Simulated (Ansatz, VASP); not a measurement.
**Ni: VASP beside Ansatz**

```
Ni
1.0
    -1.34579    1.34579    1.34579
     1.34579   -1.34579    1.34579
     1.34579    1.34579   -1.34579
Ni
1
Direct
  0.00000 0.00000 0.00000
```

Alike in both runs: task single point; functional PBEsol; k mesh 14 × 14 × 14; occupations gaussian, width 0.01 eV; collinear spin.

```csv
,VASP,Ansatz
version,VASP 6.6.1,Ansatz 0.2.0
potentials or method,"VASP PAW PBE potentials, release 64 (Ni), cutoff 520 eV",all-electron (LAPW or listed datasets)
```

VASP gave:

| Quantity | Value |
| --- | --- |
| net moment per atom (μB) | 0.50 |
| size of the moment on the site where the two differ most (μB) | 0.50 |

Task: Estimate Ansatz's values.

Result: net moment per atom (μB): 0.51; size of the moment on the site where the two differ most (μB): 0.52.

VASP's potentials were made for PBE, not for PBEsol. Site moments also hang on the region over which each program counts them. Ansatz ran all-electron here, and VASP with PAW potentials.
